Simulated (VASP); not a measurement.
Runs of VASP 6.6.1 on AlN. The structure is that of space group C2 (No. 5), or close to it. The cells are those of the table. 

| cell | gap on the mesh (eV) | pressure (GPa) | largest force (eV/Å) |
| --- | --- | --- | --- |
| a = 3.154, b = 2.987 Å, angles 61.7, 56.5, 61.7°, 2 atoms | 2.70 | 2.1 | (c) |
| a = 3.061, b = 3.168 Å, angles 58.8, 62.3, 58.8°, 2 atoms | 2.64 | 1.8 | (b) |
| a = 3.133, b = 3.023 Å, angles 61.2, 57.7, 61.2°, 2 atoms | (a) | 2.2 | 1.90 |
| a = 3.045, b = 3.204 Å, angles 58.3, 63.5, 58.3°, 2 atoms | 2.49 | 2.8 | 2.18 |

Alike in all rows: task single point; level PBEsol; potentials or basis VASP PAW PBE potentials, release 64 (Al, N); no spin polarisation; k mesh 10 × 10 × 10; cutoff (eV) 520; smearing gaussian 0.05 eV.

**Question.** Estimate the missing entries.

**Answer.** (a) 2.75; (b) 1.72; (c) 1.82.

Caveats: the PAW data sets were made with another functional, which shifts forces and pressure a little.

A k mesh can miss the band edges.
